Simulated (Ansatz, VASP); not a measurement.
K2PdC2 in VASP and in Ansatz

The input INCAR:

```
SYSTEM = K2PdC2
PREC = Accurate
ENCUT = 520
EDIFF = 1E-6
ISMEAR = 0
SIGMA = 0.05
LREAL = .False.
LASPH = .True.
NELM = 100
ALGO = Normal
ISIF = 2
LWAVE = .False.
LCHARG = .False.
NBANDS = 26
```

Contents of KPOINTS:

```
regular mesh
0
Gamma
  6 6 6
  0 0 0
```

POSCAR

```
K2PdC2
1.0
    5.1181840614      0.0000000000      0.0000000000
   -2.5590920307      4.4324774185      0.0000000000
    0.0000000000      0.0000000000      5.2581371800
K Pd C
2 1 2
Direct
    0.6666666667      0.3333333333      0.7201982100
    0.3333333333      0.6666666667      0.2798017900
    0.0000000000      0.0000000000      0.0000000000
    0.0000000000      0.0000000000      0.6392149221
    0.0000000000      0.0000000000      0.3988213621
```

Input for Ansatz:

```yaml
crystal:
  lattice:
    - [5.1181840614, 0.0, 0.0]
    - [-2.5590920307, 4.4324774185, 0.0]
    - [0.0, 0.0, 5.25813718]
  atoms:
    - { symbol: K, position: [0.6666666667, 0.3333333333, 0.72019821] }
    - { symbol: K, position: [0.3333333333, 0.6666666667, 0.27980179] }
    - { symbol: Pd, position: [0.0, 0.0, 0.0] }
    - { symbol: C, position: [0.0, 0.0, 0.6392149221] }
    - { symbol: C, position: [0.0, 0.0, 0.3988213621] }
basis:
  ecutwfc: 420
kpoints:
  mp_grid: { grid: [6, 6, 6] }
hamiltonian:
  xc: lda
scf:
  occupations: { method: gaussian, width: 0.05 }
output:
  forces: true
  stress: true
  eigenvalues: true
```

Change from the starting cell: all C atoms moved -0.100 Å, as atom 4 towards its neighbour atom 5 (C) at 1.264 Å.

Alike in both runs: task single point; functional LDA; k mesh 6 × 6 × 6; occupations gaussian, width 0.05 eV; no spin polarisation.

```csv
,VASP,Ansatz
version,VASP 6.6.1,Ansatz 0.2.0
potentials or method,"VASP PAW LDA potentials, release 64 (K_sv, Pd, C), cutoff 520 eV","scalar-relativistic, plane waves, PAW"
valence electrons in the cell,36,44
```

```tsv
	VASP	Ansatz	Ansatz less VASP
gap on the k mesh at the Fermi level (eV)	1.36	1.36	-0.002
least direct gap on the mesh (eV)	1.39	1.38	-0.002
pressure (GPa)	-2.0	-2.1	-0.13
traceless stress, the component that is largest in VASP (GPa)	-0.29	-0.41	-0.125
rms of the force components (eV/Å)	0.607	0.598	-0.0089
```

LDA's correlation is that of Perdew and Zunger in VASP and of Perdew and Wang (1992) in Ansatz. Atom by atom the forces differ by 0.020 eV/Å (rms over components). VASP's potentials hold 36 valence electrons a cell and Ansatz's 44, so a difference there can come from the potentials and not from the codes.
